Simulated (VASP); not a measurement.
# Pd (Fd-3m) in VASP: further runs, part 3 of 3

VASP 6.6.1. Earlier steps stand in the parts before.

### 4 Single point, r2SCAN (25.52 Å³/atom)

This run uses another cell than the first one, of 25.52 Å³/atom.

Input file POSCAR:

```
Pd
1.0
    0.0000000000      2.9442207149      2.9442207149
    2.9442207149      0.0000000000      2.9442207149
    2.9442207149      2.9442207149      0.0000000000
Pd
2
Direct
    0.1250000000      0.1250000000      0.1250000000
    0.8750000000      0.8750000000      0.8750000000
```

Input file INCAR.step1:

```
  PREC = Accurate
  ENCUT = 520
  ISMEAR = -1
  SIGMA = 0.1
  LREAL = False
  LASPH = True
  NELM = 100
  NBANDS = 17
  GGA = PE
  ALGO = Normal
  EDIFF = 1E-4
  LWAVE = True
  LCHARG = False
```

Input file INCAR.step2:

```
  PREC = Accurate
  ENCUT = 520
  EDIFF = 1E-6
  ISMEAR = -1
  SIGMA = 0.1
  LREAL = False
  LASPH = True
  NELM = 100
  ALGO = Normal
  ISIF = 2
  LWAVE = False
  LCHARG = False
  METAGGA = R2SCAN
  LMIXTAU = True
  NBANDS = 17
  ISTART = 1
```

Input file KPOINTS:

```
regular mesh
0
Gamma
  11 11 11
```

Potentials or basis: VASP PAW PBE potentials, release 64 (Pd).

Run with:

```bash
cat potpaw_PBE.64/Pd/POTCAR > POTCAR
cp INCAR.step1 INCAR
mpirun -np 1 vasp_std > vasp.out
cp INCAR.step2 INCAR
mpirun -np 1 vasp_std > vasp.out
```

OUTCAR:

```text
PREC = Accurate
   ENCUT = 520
   EDIFF = 1E-6
   ISMEAR = -1
   LREAL = False
   LASPH = True
   NELM = 100
   ISIF = 2
   METAGGA = R2SCAN
   ISTART = 1

 ion  position               nearest neighbor table
   1  0.125  0.125  0.125-   2 2.55   2 2.55   2 2.55   2 2.55
   2  0.875  0.875  0.875-   1 2.55   1 2.55   1 2.55   1 2.55

  LATTYP: Found a face centered cubic cell.
 ALAT       =     5.8884414298

  Lattice vectors:

 A1 = (   0.0000000000,   2.9442207149,   2.9442207149)
 A2 = (   2.9442207149,   0.0000000000,   2.9442207149)
 A3 = (   2.9442207149,   2.9442207149,   0.0000000000)

Analysis of symmetry for initial positions (statically):
=====================================================================
 Subroutine PRICEL returns:
 Original cell was already a primitive cell.

 Routine SETGRP: Setting up the symmetry group for a
 face centered cubic supercell.

 Subroutine GETGRP returns: Found 48 space group operations
 (whereof 12 operations were pure point group operations)
 out of a pool of 48 trial point group operations.

The static configuration has the point symmetry D_3d.
 The point group associated with its full space group is O_h .

Analysis of symmetry for dynamics (positions and initial velocities):
=====================================================================
 Subroutine PRICEL returns:
 Original cell was already a primitive cell.

 Routine SETGRP: Setting up the symmetry group for a
 face centered cubic supercell.

 Subroutine GETGRP returns: Found 48 space group operations
 (whereof 12 operations were pure point group operations)
 out of a pool of 48 trial point group operations.

The dynamic configuration has the point symmetry D_3d.
 The point group associated with its full space group is O_h .

 Subroutine INISYM returns: Found 48 space group operations
 (whereof 12 operations are pure point group operations),
 and found     1 'primitive' translations

----------------------------------------------------------------------------------------

                                     Primitive cell

  volume of cell :      51.0436

  direct lattice vectors                    reciprocal lattice vectors
     0.000000000  2.944220715  2.944220715    -0.169824225  0.169824225  0.169824225
     2.944220715  0.000000000  2.944220715     0.169824225 -0.169824225  0.169824225
     2.944220715  2.944220715  0.000000000     0.169824225  0.169824225 -0.169824225

  length of vectors
     4.163756866  4.163756866  4.163756866     0.294144185  0.294144185  0.294144185

  position of ions in fractional coordinates (direct lattice)
     0.125000000  0.125000000  0.125000000
     0.875000000  0.875000000  0.875000000

  ion indices of the primitive-cell ions
   primitive index   ion index
                 1           1
                 2           2

----------------------------------------------------------------------------------------

 KPOINTS: regular mesh

Automatic generation of k-mesh.
 Grid dimensions read from file:
 generate k-points for:   11   11   11

 Generating k-lattice:

  Cartesian coordinates                     Fractional coordinates (reciprocal lattice)
    -0.015438566  0.015438566  0.015438566     0.090909091  0.000000000  0.000000000
     0.015438566 -0.015438566  0.015438566     0.000000000  0.090909091  0.000000000
     0.015438566  0.015438566 -0.015438566     0.000000000  0.000000000  0.090909091

  Length of vectors
     0.026740380  0.026740380  0.026740380

  Shift w.r.t. Gamma in fractional coordinates (k-lattice)
     0.000000000  0.000000000  0.000000000

 Subroutine IBZKPT returns following result:
 ===========================================

 Found     56 irreducible k-points:

 Following reciprocal coordinates:
            Coordinates               Weight
  0.000000  0.000000  0.000000      1.000000
  0.090909  0.000000  0.000000      8.000000
  0.181818  0.000000  0.000000      8.000000
  0.272727  0.000000  0.000000      8.000000
  0.363636  0.000000  0.000000      8.000000
  0.454545  0.000000  0.000000      8.000000
[... 16 lines left out ...]
 -0.272727  0.181818  0.000000     24.000000
 -0.181818  0.181818  0.000000     12.000000
 [... further k-points ...]
   k-points           NKPTS =     56   k-points in BZ     NKDIM =     56   number of bands    NBANDS=     17
   number of dos      NEDOS =    301   number of ions     NIONS =      2
   total plane-waves  NPLWV =  32768
   dimension x,y,z NGX =    32 NGY =   32 NGZ =   32
   dimension x,y,z NGXF=    64 NGYF=   64 NGZF=   64
   ions per type =               2
   NGX,Y,Z   is equivalent  to a cutoff of  12.78, 12.78, 12.78 a.u.
   NGXF,Y,Z  is equivalent  to a cutoff of  25.55, 25.55, 25.55 a.u.
 SYSTEM =  unknown system
   PREC   = accura    normal or accurate (medium, high low for compatibility)
   ISTART =      1    job   : 0-new  1-cont  2-samecut
   ICHARG =      0    charge: 1-file 2-atom 10-const
   ISPIN  =      1    spin polarized calculation?
   LNONCOLLINEAR =      F non collinear calculations
   LSORBIT =      F    spin-orbit coupling
   LASPH  =      T    aspherical Exc in radial PAW
   ENCUT  =  520.0 eV  38.22 Ry    6.18 a.u.   7.74  7.74  7.74*2*pi/ulx,y,z
   NELM   =    100;   NELMIN=  2; NELMDL=  0     # of ELM steps
   EDIFF  = 0.1E-05   stopping-criterion for ELM
   LREAL  =      F    real-space projection
   EDIFFG = 0.1E-04   stopping-criterion for IOM
   NSW    =      0    number of steps for IOM
   IBRION =     -1    ionic relax: 0-MD 1-quasi-New 2-CG
   NFREE  =      0    steps in history (QN), initial steepest desc. (CG)
   ISIF   =      2    stress and relaxation
   ISYM   =      2    0-nonsym 1-usesym 2-fastsym
   POTIM  = 0.5000    time-step for ionic-motion
   TEBEG  =    0.0;   TEEND  =   0.0 temperature during run
   PSTRESS=    0.0 pullay stress
   NELECT =      20.0000    total number of electrons
   NUPDOWN=      -1.0000    fix difference up-down
   EMIN   =  10.00;   EMAX   =-10.00  energy-range for DOS
   EFERMI =   0.00;   METHOD = LEGACY
   ISMEAR =    -1;   SIGMA  =   0.10  broadening in eV -4-tet -1-fermi 0-gaus
   EFERMI_NEDOS =   21; number of points for ismear=-14 and -15
   IALGO  =     38    algorithm
   IMIX   =      4    mixing-type and parameters
     AMIX     =   0.40;   BMIX     =  1.00
     AMIX_MAG =   1.60;   BMIX_MAG =  1.00
  volume/ion in A,a.u.               =      25.52       172.23
  Fermi-wavevector in a.u.,A,eV,Ry     =   1.197948  2.263793 19.525426  1.435078
  Thomas-Fermi vector in A             =   2.333849
   LORBIT       =      0    0 simple, 1 ext, 2 COOP (PROOUT), +10 PAW based schemes
   METAGGA = R2SCAN    functional components
   LHFCALC =     F    Hartree Fock is set to
   AEXX    =    0.0000 exact exchange contribution
   IVDW    =     0    specifies the selected vdW correction
   LEPSILON=     F    determine dielectric tensor
   LRPA    =     F    only Hartree local field effects (RPA)
 non-spin polarized calculation
  energy-cutoff  :      520.00
  volume of cell :       51.04
 maximum number of plane-waves:      1391
   NGX = 15   NGY = 15   NGZ = 15

 number of electron      20.0000007 magnetization

 Free energy of the ion-electron system (eV)
  ---------------------------------------------------
  ext. energy  EPLUGINS =         0.00000000
  ---------------------------------------------------
  free energy    TOTEN  =       -43.51669049 eV

  energy without entropy =      -43.34167788  energy(sigma->0) =      -43.42918418

 E-fermi :   3.3972     XC(G=0): -10.2622

 val. band max:        3.3867873218   @ k =  -0.3636   0.3636   0.1818
 cond. band min:       3.4026209407   @ k =  -0.2727   0.4545   0.1818
 fundamental gap:      0.0158336189
 Fermi energy:         3.3972252018

 k-point     1 :       0.0000    0.0000    0.0000
  band No.  band energies     occupation
      1      -0.8783      2.00000
      2       0.1688      2.00000
      3       0.1688      2.00000
      4       0.2789      2.00000
      5       0.2789      2.00000
      6       0.2789      2.00000
[... 9 lines left out ...]
     16      15.5268      0.00000
     17      15.5268      0.00000
[... 441 lines left out ...]
 k-point    24 :      -0.1818    0.1818    0.0000
  band No.  band energies     occupation
      1      -0.1390      2.00000
      2      -0.0287      2.00000
      3       0.2561      2.00000
      4       0.3521      2.00000
      5       0.4968      2.00000
      6       0.8705      2.00000
[... 9 lines left out ...]
     16      16.7171      0.00000
     17      16.8116      0.00000

 [... further k-points ...]

------------------------ aborting loop because EDIFF is reached ----------------------------------------

  FORCE on cell =-STRESS in cart. coord.  units (eV):
  Direction    XX          YY          ZZ          XY          YZ          ZX
  --------------------------------------------------------------------------------------
  -------------------------------------------------------------------------------------
  Total       -1.5309949     -1.5309949     -1.5309949      0.0000000      0.0000000     -0.0000000
  in kB      -48.0555156    -48.0555156    -48.0555156      0.0000000      0.0000000     -0.0000000
  external PRESSURE =     -48.0555156 kB  Pullay stress =       0.0000000 kB

 VOLUME and BASIS-vectors are now :
 -----------------------------------------------------------------------------
  energy-cutoff  :      520.00
  volume of cell :       51.04
      direct lattice vectors                 reciprocal lattice vectors
     0.000000000  2.944220715  2.944220715    -0.169824225  0.169824225  0.169824225
     2.944220715  0.000000000  2.944220715     0.169824225 -0.169824225  0.169824225
     2.944220715  2.944220715  0.000000000     0.169824225  0.169824225 -0.169824225

 POSITION                                       TOTAL-FORCE (eV/Angst)
 -----------------------------------------------------------------------------------
      0.73606      0.73606      0.73606        -0.000000      0.000000      0.000000
      5.15239      5.15239      5.15239         0.000000     -0.000000     -0.000000
 -----------------------------------------------------------------------------------
    total drift:                                0.000000      0.000000     -0.000000

  FREE ENERGIE OF THE ION-ELECTRON SYSTEM (eV)
  ---------------------------------------------------
  free  energy   TOTEN  =       -43.5166904883 eV

  energy  without entropy=      -43.3416778813  energy(sigma->0) =      -43.42918418
```

OUTCAR.step1:

```text
PREC = Accurate
   ENCUT = 520
   ISMEAR = -1
   LREAL = False
   LASPH = True
[... 702 lines left out ...]
      0.73606      0.73606      0.73606         0.000000     -0.000000      0.000000
      5.15239      5.15239      5.15239        -0.000000      0.000000     -0.000000
 -----------------------------------------------------------------------------------
    total drift:                                0.000000      0.000000     -0.000000

  FREE ENERGIE OF THE ION-ELECTRON SYSTEM (eV)
  ---------------------------------------------------
  free  energy   TOTEN  =        -8.2439434771 eV

  energy  without entropy=       -8.0640250871  energy(sigma->0) =       -8.15398428
```

OSZICAR.step1:

```text
N       E                     dE             d eps       ncg     rms          rms(c)
DAV:   1     0.986597814090E+02    0.98660E+02   -0.96575E+03  1904   0.107E+03
DAV:   2    -0.655099227312E+01   -0.10521E+03   -0.97608E+02  2025   0.221E+02
DAV:   3    -0.837912679391E+01   -0.18281E+01   -0.18110E+01  2239   0.318E+01
DAV:   4    -0.839500529788E+01   -0.15879E-01   -0.15876E-01  2234   0.281E+00
DAV:   5    -0.839537739895E+01   -0.37210E-03   -0.37210E-03  2331   0.479E-01    0.575E+00
DAV:   6    -0.826018450040E+01    0.13519E+00   -0.66459E-01  2213   0.676E+00    0.346E+00
DAV:   7    -0.824706755038E+01    0.13117E-01   -0.34706E-02  2162   0.153E+00    0.199E+00
DAV:   8    -0.824386054511E+01    0.32070E-02   -0.49436E-03  2245   0.574E-01    0.615E-02
DAV:   9    -0.824394347706E+01   -0.82932E-04   -0.13087E-04  1770   0.870E-02
   1 F= -.82439435E+01 E0= -.81539843E+01  d E =-.179918E+00
```

It took 2.8 min on 1 thread of Intel Xeon 8259CL, shared host; peak memory 0.21 GiB.

Results:

```yaml
Free_energy: -43.5167 eV
Pressure: -4.8 GPa
Band_gap_on_the_k_mesh: zero (bands 10 and 11 overlap by 0.34 eV)
```

Caveat: the cell stands under tension; the PAW data sets were made with another functional, which shifts forces and pressure a little.

### 5 Overview

```tsv
cell	gap on the mesh (eV)	pressure (GPa)
a = 4.058 Å, angles 60.0°, 2 atoms	none	0.0
a = 4.112 Å, angles 60.0°, 2 atoms	none	-2.7
a = 4.164 Å, angles 60.0°, 2 atoms	none	-4.8
```

Alike in all rows: task single point; level r2SCAN; potentials or basis VASP PAW PBE potentials, release 64 (Pd); no spin polarisation; k mesh 11 × 11 × 11; cutoff (eV) 520; smearing fermi-dirac 0.1 eV.

Caveats: the PAW data sets were made with another functional, which shifts forces and pressure a little; the cell stands under tension (at least some runs).

Total energies depend on the potentials used, so only differences within one code and one set of settings carry meaning.
